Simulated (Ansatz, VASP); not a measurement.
## One calculation of Al3GaAs4, two programs

```
CELL_PARAMETERS angstrom
5.43887 0.00000 0.00000
0.00000 5.43887 0.00000
0.00000 0.00000 5.43887
ATOMIC_POSITIONS crystal
Al 0.50000 0.00000 0.00000
Al 0.00000 0.00000 0.50000
Al 0.00000 0.50000 0.00000
Ga 0.50000 0.50000 0.50000
As 0.75000 0.25000 0.75000
As 0.75000 0.75000 0.25000
As 0.25000 0.25000 0.25000
As 0.25000 0.75000 0.75000
```

Alike in both runs: task relaxation of cell and atoms; functional PBE; k mesh 4 × 4 × 4; occupations gaussian, width 0.1 eV; no spin polarisation.

|  | VASP | Ansatz |
| --- | --- | --- |
| version | VASP 6.6.1 | Ansatz 0.2.0 |
| potentials or method | VASP PAW PBE potentials, release 64 (Al, Ga_d, As), cutoff 600 eV | scalar-relativistic, plane waves, PAW |
| valence electrons in the cell | 42 | 82 |

```csv
,VASP,Ansatz,Ansatz less VASP
"gap on the k mesh at the Fermi level, each at its own relaxed structure (eV)",1.03,1.04,+0.004
relaxed volume (Å³/atom),23.53,23.51,-0.022
relaxed cell length with the largest relative difference (Å),5.731,5.730,-0.0018
```

VASP's potentials hold 42 valence electrons a cell and Ansatz's 82, so a difference there can come from the potentials and not from the codes.

Noted on VASP's run: the volume moved by over 15 % at a fixed basis, so the end points are rough.
